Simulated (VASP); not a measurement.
Runs of VASP 6.6.1 on Ag2O3. The structure is that of space group Pn-3m (No. 224), or close to it. The cells are those of the table. 

| cell | gap on the mesh (eV) | pressure (GPa) |
| --- | --- | --- |
| a = 5.121 Å, 10 atoms | none | -7.3 |
| a = 5.023 Å, 10 atoms | none | 0.1 |
| a = 5.056 Å, 10 atoms | none | (a) |
| a = 5.089 Å, 10 atoms | none | -5.2 |

Alike in all rows: task single point; level r2SCAN; potentials or basis VASP PAW PBE potentials, release 64 (Ag, O); no spin polarisation; k mesh 7 × 7 × 7; cutoff (eV) 520; smearing fermi-dirac 0.1 eV.

Question: Fill in the values left out.

Answer: (a) -2.7.

Caveats: the PAW data sets were made with another functional, which shifts forces and pressure a little.

A k mesh can miss the band edges, and the runs leave out spin-orbit coupling on Ag.

A gap of «none» marks levels without a gap at the run's occupations.
